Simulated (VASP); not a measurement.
The system is Sn.

```
Sn
1.0
    -2.02919    2.02919    1.66076
     2.02919   -2.02919    1.66076
     2.02919    2.02919   -1.66076
Sn
1
Cartesian
  0.0000 0.0000 0.0000
```

```yaml
Program: VASP 6.6.1
Task: relaxation of cell and atoms
Functional: revPBE
Dispersion: D3(BJ)
Potentials_or_basis: VASP PAW PBE potentials, release 64 (Sn_d)
Cutoff: 600 eV
k_mesh: 10 × 10 × 10
Occupations: fermi-dirac, width 0.05 eV
Spin: no spin polarisation
```

At the start: pressure -2.3 GPa; volume 27.35 Å³/atom.

Task: How do energy, volume and symmetry change on relaxing?

Result: Over 6 steps the energy falls by 11.5 meV/atom and the volume is 26.04 Å³/atom (-4.8 %); space group I4/mmm (No. 139, to 0.05 Å).

Step by step:
```csv
step,energy change (eV),largest force (eV/Å),pressure (GPa),volume (Å³)
1,0.0000,0.0000,-2.26,27.35
2,-0.0109,0.0000,0.38,25.86
3,-0.0110,0.0000,0.18,25.98
4,-0.0110,0.0000,0.04,26.01
5,-0.0115,0.0000,0.00,26.03
6,-0.0115,0.0000,-0.05,26.04
```

Final structure:
```xyz
1
Lattice="-1.9827 1.9827 1.6562 1.9827 -1.9827 1.6562 1.9827 1.9827 -1.6562" Properties=species:S:1:pos:R:3 pbc="T T T"
Sn    0.0000    0.0000    0.0000
```

Caveat: the PAW data sets were made with another functional, which shifts forces and pressure a little; pairwise dispersion overbinds metals, which lowers pressure and volume.
